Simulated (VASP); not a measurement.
## GaN: single point with PBE

GaN:

```
CELL_PARAMETERS angstrom
0.00000 5.57438 -5.24317
4.82756 -2.78719 -5.24317
-4.82756 -2.78719 -5.24317
ATOMIC_POSITIONS crystal
Ga 0.94473 0.27807 0.27807
Ga 0.27807 0.94473 0.27807
Ga 0.94473 0.61140 0.94473
Ga 0.61140 0.61140 0.27807
Ga 0.27807 0.27807 0.94473
Ga 0.94473 0.94473 0.61140
Ga 0.61140 0.94473 0.94473
Ga 0.27807 0.61140 0.61140
Ga 0.61140 0.27807 0.61140
Ga 0.88918 0.88918 0.22251
Ga 0.22251 0.55584 0.22251
Ga 0.88918 0.22251 0.88918
Ga 0.55584 0.22251 0.22251
Ga 0.22251 0.88918 0.88918
Ga 0.88918 0.55584 0.55584
Ga 0.55584 0.55584 0.88918
Ga 0.22251 0.22251 0.55584
Ga 0.55584 0.88918 0.55584
N 0.81916 0.15249 0.15249
N 0.15249 0.81916 0.15249
N 0.81916 0.48582 0.81916
N 0.48582 0.48582 0.15249
N 0.15249 0.15249 0.81916
N 0.81916 0.81916 0.48582
N 0.48582 0.81916 0.81916
N 0.15249 0.48582 0.48582
N 0.48582 0.15249 0.48582
N 0.09693 0.09693 0.43027
N 0.43027 0.76360 0.43027
N 0.09693 0.43027 0.09693
N 0.76360 0.43027 0.43027
N 0.43027 0.09693 0.09693
N 0.09693 0.76360 0.76360
N 0.76360 0.76360 0.09693
N 0.43027 0.43027 0.76360
N 0.76360 0.09693 0.76360
```

* Program: VASP 6.6.1
* Task: single point
* Functional: PBE
* Potentials or basis: VASP PAW PBE potentials, release 64 (Ga_d, N)
* Cutoff: 520 eV
* k mesh: 2 × 2 × 2, shifted
* Occupations: gaussian, width 0.01 eV
* Spin: no spin polarisation

```yaml
Pressure: 0.1 GPa
Band_gap_on_the_k_mesh: 3.09 eV
```

Levels at points of the mesh, in eV from the valence-band top:
```
           k point  band 160  band 161  band 162  band 163  band 164  band 165
(0.25, 0.25, 0.25)     -0.60      0.00      0.00      3.09      4.32      4.62
```

Wall time 11 min on 1 thread of Intel Xeon 8259CL (shared host), peak memory 0.53 GiB.

Caveat: a shifted mesh leaves out Γ, where band edges can lie. A k mesh can miss the band edges.
